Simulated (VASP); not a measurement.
# TiO2 in VASP: further runs

The runs below take TiO2 through single point, with PBE.

Program: VASP 6.6.1. These are calculated values, not measurements. Logs are shortened: lines on timing, memory, paths and dates and some standing lists are left out, and cuts for length are marked.

### 1 The cell of the first run

The typed cell holds 6 atoms: a = 4.654 Å, b = 4.642 Å, c = 2.969 Å, α = 90.00°, β = 89.98°, γ = 90.14°.

### 2 Single point, PBE

Input file INCAR:

```
SYSTEM = TiO2
  ALGO = Normal
  EDIFF = 1E-6
  ENCUT = 600
  GGA = PE
  GGA_COMPAT = .False.
  ISIF = 2
  ISMEAR = 0
  LASPH = .True.
  LCHARG = .False.
  LREAL = .False.
  LWAVE = .False.
  NBANDS = 33
  NELM = 120
  PREC = Accurate
  SIGMA = 0.1
```

Input file KPOINTS:

```
k-points
0
Gamma
  4 4 6
  0 0 0
```

Input file POSCAR:

```
TiO2
1.0
    4.6538611346     -0.0448322690      0.0401708253
    0.0327512282      4.6407823161      0.0812088745
   -0.0249001252     -0.0516765944      2.9686541571
Ti O
2 4
Direct
    0.0160200011     -0.0054839343      0.0040513226
    0.5171975707      0.4871775829      0.4966954604
    0.3032388161      0.2969250382      0.0043279259
    0.1912827004      0.7993527969      0.5036247604
    0.6919674656      0.6882227566      0.0032879946
    0.8031544897      0.1901431606      0.5034746442
```

Potentials or basis: VASP PAW PBE potentials, release 64 (Ti_sv, O).

On the command line:

```bash
$ cat potpaw_PBE.64/Ti_sv/POTCAR potpaw_PBE.64/O/POTCAR > POTCAR
$ mpirun -np 1 vasp_std > vasp.out
```

OUTCAR:

```text
SYSTEM = TiO2
   EDIFF = 1E-6
   ENCUT = 600
   GGA = PE
   ISIF = 2
   ISMEAR = 0
   LASPH = .True.
   LREAL = .False.
   NELM = 120
   PREC = Accurate

 ion  position               nearest neighbor table
   1  0.016  0.995  0.004-   4 1.92   4 1.92   3 1.94   6 2.00   6 2.01   5 2.07
   2  0.517  0.487  0.497-   5 1.92   6 1.92   5 1.95   3 1.98   3 2.01   4 2.10
   3  0.303  0.297  0.004-   1 1.94   2 1.98   2 2.01
   4  0.191  0.799  0.504-   1 1.92   1 1.92   2 2.10
   5  0.692  0.688  0.003-   2 1.92   2 1.95   1 2.07
   6  0.803  0.190  0.503-   2 1.92   1 2.00   1 2.01

  LATTYP: Found a triclinic cell.
 ALAT       =     5.5196800990
 B/A-ratio  =     0.5379312310
 C/A-ratio  =     0.8409198109
 COS(alpha) =     0.0000323415
 COS(beta)  =     0.0020616797
 COS(gamma) =     0.5375841498

  Lattice vectors:

 A1 = (  -4.6787612598,  -0.0068443254,   2.9284833318)
 A2 = (  -0.0249001252,  -0.0516765944,   2.9686541571)
 A3 = (   0.0327512282,   4.6407823161,   0.0812088745)

Analysis of symmetry for initial positions (statically):
=====================================================================
 Subroutine PRICEL returns:
 Original cell was already a primitive cell.

 Routine SETGRP: Setting up the symmetry group for a
 triclinic supercell.

 Subroutine GETGRP returns: Found  1 space group operations
 (whereof  1 operations were pure point group operations)
 out of a pool of  2 trial point group operations.

The static configuration has the point symmetry C_1 .

Analysis of symmetry for dynamics (positions and initial velocities):
=====================================================================
 Subroutine PRICEL returns:
 Original cell was already a primitive cell.

 Routine SETGRP: Setting up the symmetry group for a
 triclinic supercell.

 Subroutine GETGRP returns: Found  1 space group operations
 (whereof  1 operations were pure point group operations)
 out of a pool of  2 trial point group operations.

The dynamic configuration has the point symmetry C_1 .

 Subroutine INISYM returns: Found  1 space group operations
 (whereof  1 operations are pure point group operations),
 and found     1 'primitive' translations

----------------------------------------------------------------------------------------

                                     Primitive cell

  volume of cell :      64.1442

  direct lattice vectors                    reciprocal lattice vectors
     4.653861135 -0.044832269  0.040170825     0.214845114 -0.001547282  0.001775118
     0.032751228  4.640782316  0.081208875     0.002042516  0.215400583  0.003766699
    -0.024900125 -0.051676594  2.968654157    -0.002963085 -0.005871443  0.336725920

  length of vectors
     4.654250432  4.641608345  2.969208310     0.214858018  0.215443197  0.336790141

  position of ions in fractional coordinates (direct lattice)
     0.016020001  0.994516066  0.004051323
     0.517197571  0.487177583  0.496695460
     0.303238816  0.296925038  0.004327926
     0.191282700  0.799352797  0.503624760
     0.691967466  0.688222757  0.003287995
     0.803154490  0.190143161  0.503474644

  ion indices of the primitive-cell ions
   primitive index   ion index
                 1           1
                 2           2
                 3           3
                 4           4
                 5           5
                 6           6

----------------------------------------------------------------------------------------

 KPOINTS: k-points

Automatic generation of k-mesh.
 Grid dimensions read from file:
 generate k-points for:    4    4    6

 Generating k-lattice:

  Cartesian coordinates                     Fractional coordinates (reciprocal lattice)
     0.053711278 -0.000386820  0.000443780     0.250000000  0.000000000  0.000000000
     0.000510629  0.053850146  0.000941675     0.000000000  0.250000000  0.000000000
    -0.000493848 -0.000978574  0.056120987    -0.000000000 -0.000000000  0.166666667

  Length of vectors
     0.053714505  0.053860799  0.056131690

  Shift w.r.t. Gamma in fractional coordinates (k-lattice)
     0.000000000  0.000000000  0.000000000

 Subroutine IBZKPT returns following result:
 ===========================================

 Found     52 irreducible k-points:

 Following reciprocal coordinates:
            Coordinates               Weight
  0.000000  0.000000  0.000000      1.000000
  0.250000 -0.000000 -0.000000      2.000000
  0.500000 -0.000000 -0.000000      1.000000
 -0.000000  0.250000 -0.000000      2.000000
  0.250000  0.250000 -0.000000      2.000000
  0.500000  0.250000 -0.000000      2.000000
[... 16 lines left out ...]
  0.000000 -0.250000  0.166667      2.000000
  0.250000 -0.250000  0.166667      2.000000
 [... further k-points ...]
   k-points           NKPTS =     52   k-points in BZ     NKDIM =     52   number of bands    NBANDS=     33
   number of dos      NEDOS =    301   number of ions     NIONS =      6
   total plane-waves  NPLWV =  38400
   dimension x,y,z NGX =    40 NGY =   40 NGZ =   24
   dimension x,y,z NGXF=    80 NGYF=   80 NGZF=   48
   ions per type =               2   4
   NGX,Y,Z   is equivalent  to a cutoff of  14.29, 14.33, 13.44 a.u.
   NGXF,Y,Z  is equivalent  to a cutoff of  28.58, 28.65, 26.88 a.u.
 SYSTEM =  TiO2
   PREC   = accura    normal or accurate (medium, high low for compatibility)
   ISTART =      0    job   : 0-new  1-cont  2-samecut
   ICHARG =      2    charge: 1-file 2-atom 10-const
   ISPIN  =      1    spin polarized calculation?
   LNONCOLLINEAR =      F non collinear calculations
   LSORBIT =      F    spin-orbit coupling
   LASPH  =      T    aspherical Exc in radial PAW
   ENCUT  =  600.0 eV  44.10 Ry    6.64 a.u.   9.30  9.27  5.93*2*pi/ulx,y,z
   NELM   =    120;   NELMIN=  2; NELMDL= -5     # of ELM steps
   EDIFF  = 0.1E-05   stopping-criterion for ELM
   LREAL  =      F    real-space projection
   EDIFFG = 0.1E-04   stopping-criterion for IOM
   NSW    =      0    number of steps for IOM
   IBRION =     -1    ionic relax: 0-MD 1-quasi-New 2-CG
   NFREE  =      0    steps in history (QN), initial steepest desc. (CG)
   ISIF   =      2    stress and relaxation
   ISYM   =      2    0-nonsym 1-usesym 2-fastsym
   POTIM  = 0.5000    time-step for ionic-motion
   TEBEG  =    0.0;   TEEND  =   0.0 temperature during run
   PSTRESS=    0.0 pullay stress
   NELECT =      48.0000    total number of electrons
   NUPDOWN=      -1.0000    fix difference up-down
   EMIN   =  10.00;   EMAX   =-10.00  energy-range for DOS
   EFERMI =   0.00;   METHOD = LEGACY
   ISMEAR =     0;   SIGMA  =   0.10  broadening in eV -4-tet -1-fermi 0-gaus
   EFERMI_NEDOS =   21; number of points for ismear=-14 and -15
   IALGO  =     38    algorithm
   IMIX   =      4    mixing-type and parameters
     AMIX     =   0.40;   BMIX     =  1.00
     AMIX_MAG =   1.60;   BMIX_MAG =  1.00
  volume/ion in A,a.u.               =      10.69        72.14
  Fermi-wavevector in a.u.,A,eV,Ry     =   1.486287  2.808675 30.055941  2.209049
  Thomas-Fermi vector in A             =   2.599592
   LORBIT       =      0    0 simple, 1 ext, 2 COOP (PROOUT), +10 PAW based schemes
   GGA     = PE    functional components
   LHFCALC =     F    Hartree Fock is set to
   AEXX    =    0.0000 exact exchange contribution
   IVDW    =     0    specifies the selected vdW correction
   LEPSILON=     F    determine dielectric tensor
   LRPA    =     F    only Hartree local field effects (RPA)
 non-spin polarized calculation
 Gauss-broadening in eV      SIGMA  =   0.10
  energy-cutoff  :      600.00
  volume of cell :       64.14
 maximum number of plane-waves:      2164
 NGX is ok and might be reduce to    40
   NGX = 19   NGY = 19   NGZ = 11

 number of electron      47.9999997 magnetization

 Free energy of the ion-electron system (eV)
  ---------------------------------------------------
  ext. energy  EPLUGINS =         0.00000000
  ---------------------------------------------------
  free energy    TOTEN  =       -53.68346793 eV

  energy without entropy =      -53.68346793  energy(sigma->0) =      -53.68346793

 E-fermi :   5.0442     XC(G=0): -11.2602

 val. band max:        4.5503585005   @ k =   0.0000   0.0000   0.0000
 cond. band min:       6.4651589673   @ k =   0.0000   0.0000   0.0000
 fundamental gap:      1.9148004668
 Fermi energy:         5.0442199434

 k-point     1 :       0.0000    0.0000    0.0000
  band No.  band energies     occupation
      1     -52.3958      2.00000
      2     -52.3797      2.00000
      3     -28.6886      2.00000
      4     -28.6839      2.00000
      5     -28.5429      2.00000
      6     -28.5376      2.00000
[... 25 lines left out ...]
     32      10.9656      0.00000
     33      11.0149      0.00000

 k-point     2 :       0.2500   -0.0000   -0.0000
  band No.  band energies     occupation
      1     -52.3939      2.00000
      2     -52.3816      2.00000
      3     -28.6712      2.00000
      4     -28.6666      2.00000
      5     -28.5610      2.00000
      6     -28.5576      2.00000
[... 25 lines left out ...]
     32      10.8023      0.00000
     33      10.8740      0.00000

 k-point     3 :       0.5000   -0.0000   -0.0000
  band No.  band energies     occupation
      1     -52.3910      2.00000
      2     -52.3844      2.00000
      3     -28.6449      2.00000
      4     -28.6368      2.00000
      5     -28.5911      2.00000
      6     -28.5870      2.00000
[... 25 lines left out ...]
     32      10.4402      0.00000
     33      10.6791      0.00000

 k-point     4 :      -0.0000    0.2500   -0.0000
  band No.  band energies     occupation
      1     -52.3939      2.00000
      2     -52.3816      2.00000
      3     -28.6723      2.00000
      4     -28.6654      2.00000
      5     -28.5633      2.00000
      6     -28.5554      2.00000
[... 673 lines left out ...]
     32      10.1547      0.00000
     33      10.7229      0.00000

 k-point    23 :       0.0000   -0.2500    0.1667
  band No.  band energies     occupation
      1     -52.3839      2.00000
      2     -52.3727      2.00000
      3     -28.6522      2.00000
      4     -28.6417      2.00000
      5     -28.5980      2.00000
      6     -28.5886      2.00000
[... 25 lines left out ...]
     32      10.2616      0.00000
     33      10.5415      0.00000

 k-point    24 :       0.2500   -0.2500    0.1667
  band No.  band energies     occupation
      1     -52.3829      2.00000
      2     -52.3736      2.00000
      3     -28.6629      2.00000
      4     -28.6249      2.00000
      5     -28.6145      2.00000
      6     -28.5826      2.00000
[... 25 lines left out ...]
     32      10.1415      0.00000
     33      10.6599      0.00000

 [... further k-points ...]

------------------------ aborting loop because EDIFF is reached ----------------------------------------

  FORCE on cell =-STRESS in cart. coord.  units (eV):
  Direction    XX          YY          ZZ          XY          YZ          ZX
  --------------------------------------------------------------------------------------
  -------------------------------------------------------------------------------------
  Total        0.1387002      0.1832226      0.1676090      0.0438932     -0.0260713     -0.0480758
  in kB        3.4644156      4.5764837      4.1864932      1.0963530     -0.6512009     -1.2008249
  external PRESSURE =       4.0757975 kB  Pullay stress =       0.0000000 kB

 VOLUME and BASIS-vectors are now :
 -----------------------------------------------------------------------------
  energy-cutoff  :      600.00
  volume of cell :       64.14
      direct lattice vectors                 reciprocal lattice vectors
     4.653861135 -0.044832269  0.040170825     0.214845114 -0.001547282  0.001775118
     0.032751228  4.640782316  0.081208875     0.002042516  0.215400583  0.003766699
    -0.024900125 -0.051676594  2.968654157    -0.002963085 -0.005871443  0.336725920

 POSITION                                       TOTAL-FORCE (eV/Angst)
 -----------------------------------------------------------------------------------
      0.10703      4.61440      0.09343        -0.044600      0.006884     -0.005437
      2.41055      2.21203      1.53486        -0.039072      0.008295      0.015060
      1.42085      1.36415      0.04914         0.031648      0.029389     -0.001063
      0.90384      3.67502      1.56769         0.021933     -0.029883      0.000403
      3.24278      3.16270      0.09345         0.001972      0.012174     -0.010237
      3.73146      0.82039      1.54235         0.028118     -0.026860      0.001275
 -----------------------------------------------------------------------------------
    total drift:                                0.000409     -0.000092      0.000619

  FREE ENERGIE OF THE ION-ELECTRON SYSTEM (eV)
  ---------------------------------------------------
  free  energy   TOTEN  =       -53.6834679293 eV

  energy  without entropy=      -53.6834679293  energy(sigma->0) =      -53.68346793
```

It took 3.9 min on 1 thread of Oxide Virtual Turin-like, shared host; peak memory 0.22 GiB.

Results:

| Quantity | Value |
| --- | --- |
| Free energy | -53.6835 eV |
| Pressure | 0.4 GPa |
| Largest force | 0.045 eV/Å |
| Band gap on the k mesh | 1.91 eV |

Forces in eV/Å, atoms in the order of the input:
```
Ti  -0.045  0.007 -0.005
Ti  -0.039  0.008  0.015
O    0.032  0.029 -0.001
O    0.022 -0.030  0.000
O    0.002  0.012 -0.010
O    0.028 -0.027  0.001
```

Levels at points of the mesh, in eV from the valence-band top:
| k point | band 20 | band 21 | band 22 | band 23 | band 24 | band 25 | band 26 | band 27 | band 28 | band 29 |
| --- | --- | --- | --- | --- | --- | --- | --- | --- | --- | --- |
| (0.00, 0.00, 0.00) | -1.90 | -0.79 | -0.58 | -0.55 | 0.00 | 1.91 | 2.19 | 2.46 | 2.47 | 2.59 |
| (0.50, 0.00, 0.00) | -2.99 | -1.61 | -1.59 | -0.75 | -0.74 | 2.50 | 2.51 | 2.95 | 3.01 | 3.49 |
| (0.00, 0.50, 0.00) | -2.81 | -1.67 | -1.51 | -0.75 | -0.70 | 2.51 | 2.53 | 2.79 | 3.17 | 3.30 |
| (0.50, 0.50, 0.00) | -2.09 | -1.32 | -1.29 | -1.14 | -1.09 | 1.94 | 1.98 | 2.52 | 2.55 | 3.75 |
| (0.00, 0.00, 0.50) | -2.72 | -2.25 | -2.19 | -1.42 | -1.40 | 2.85 | 2.92 | 3.11 | 3.13 | 3.63 |
| (0.50, 0.00, 0.50) | -2.34 | -1.98 | -1.96 | -1.11 | -1.09 | 1.99 | 2.02 | 3.14 | 3.15 | 3.80 |
| (0.00, 0.50, 0.50) | -2.39 | -1.98 | -1.96 | -1.04 | -1.02 | 1.93 | 1.96 | 3.14 | 3.16 | 3.83 |
| (0.50, 0.50, 0.50) | -2.66 | -1.27 | -1.22 | -0.73 | -0.71 | 2.56 | 2.63 | 3.10 | 3.13 | 3.20 |

### 3 Single point, PBE

This run uses another cell than the first one, of 10.72 Å³/atom.

Input file INCAR:

```
SYSTEM = TiO2
PREC = Accurate ; ENCUT = 600
EDIFF = 1E-6 ; ISMEAR = 0
SIGMA = 0.02 ; LREAL = .FALSE.
LASPH = .TRUE. ; NELM = 120
ALGO = Normal ; ISIF = 2
LWAVE = .FALSE. ; LCHARG = .FALSE.
GGA = PE ; NBANDS = 33
GGA_COMPAT = .FALSE.
```

Input file KPOINTS:

```
Automatic mesh
0
G
  6 6 10
  0 0 0
```

Input file POSCAR:

```
TiO2
1.0
    4.6493941295     -0.0391635997      0.0392790865
    0.0384331519      4.6487832953      0.0813124740
   -0.0255529641     -0.0518137684      2.9737100442
Ti O
2 4
Direct
    0.0038108570     -0.0072710937     -0.0234129075
    0.5038077154      0.4927290076      0.4766109467
    0.3081142924      0.2970140550      0.0155661143
    0.1995079562      0.7970118993      0.5155682384
    0.6995061101      0.6884266563      0.0155655511
    0.8081141123      0.1884268764      0.5155641651
```

Potentials or basis: VASP PAW PBE potentials, release 64 (Ti_sv, O).

On the command line:

```bash
$ cat potpaw_PBE.64/Ti_sv/POTCAR potpaw_PBE.64/O/POTCAR > POTCAR
$ mpirun -np 1 vasp_std > vasp.out
```

Run time: 7.7 min. Hardware: 1 thread of Oxide Virtual Turin-like, shared host; peak memory 0.44 GiB.

The run converged. Its results:

```
Free energy            : -53.6882 eV
Pressure               : 0.4 GPa
Largest force          : 0.041 eV/Å
Band gap on the k mesh : 2.01 eV (least direct gap 2.16 eV)
```

Forces on the atoms (eV/Å):
```
Ti   0.000 -0.001  0.041
Ti   0.000 -0.001  0.041
O   -0.022 -0.021 -0.021
O    0.022 -0.022 -0.021
O    0.022  0.022 -0.020
O   -0.021  0.022 -0.020
```

Stress tensor (GPa, compression positive):
```
0.31 0.00 0.00
0.00 0.32 0.00
0.00 0.00 0.61
```

Levels at points of the mesh, in eV from the valence-band top:
```
           k point  band 21  band 22  band 23  band 24  band 25  band 26  band 27  band 28
(0.00, 0.00, 0.00)    -0.86    -0.55    -0.55     0.00     2.16     2.31     2.47     2.70
(0.50, 0.00, 0.00)    -1.53    -1.53    -0.70    -0.70     2.35     2.35     3.29     3.29
(0.00, 0.50, 0.00)    -1.53    -1.53    -0.70    -0.70     2.35     2.35     3.29     3.29
(0.50, 0.50, 0.00)    -1.39    -1.39    -1.13    -1.13     2.14     2.14     2.67     2.67
(0.00, 0.00, 0.50)    -2.23    -2.23    -1.35    -1.35     3.00     3.00     3.25     3.25
(0.50, 0.00, 0.50)    -1.90    -1.90    -1.00    -1.00     2.02     2.02     3.27     3.27
(0.00, 0.50, 0.50)    -1.90    -1.90    -1.00    -1.00     2.02     2.02     3.27     3.27
(0.50, 0.50, 0.50)    -1.45    -0.98    -0.62    -0.62     2.27     3.04     3.21     3.21
```
